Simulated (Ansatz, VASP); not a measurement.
# One calculation of NaCl, two programs

```xyz
2
Lattice="3.4595 0.0000 0.0000 0.0000 3.4595 0.0000 0.0000 0.0000 3.4595" Properties=species:S:1:pos:R:3 pbc="T T T"
Na    0.0000    0.0000    0.0000
Cl    1.7298    1.7298    1.7298
```

Alike in both runs: task single point; functional r2SCAN; k mesh 6 × 6 × 6; no spin polarisation.

|  | VASP | Ansatz |
| --- | --- | --- |
| version | VASP 6.6.1 | Ansatz 0.2.0 |
| potentials or method | VASP PAW PBE potentials, release 64 (Na_pv, Cl) | plane waves, PAW |
| plane-wave cutoff (eV) | 520 | 500 |
| occupations | gaussian, width 0.01 eV | fixed |
| valence electrons in the cell | 14 | 16 |

Ansatz gave:

| Quantity | Value |
| --- | --- |
| gap on the k mesh at the Fermi level (eV) | 4.92 |
| pressure (GPa) | 0.0 |

**Question.** Estimate VASP's values.

**Answer.** gap on the k mesh at the Fermi level (eV): 4.95; pressure (GPa): -0.3.

VASP's potentials were made for PBE, not for r2SCAN. VASP's potentials hold 14 valence electrons a cell and Ansatz's 16, so a difference there can come from the potentials and not from the codes.
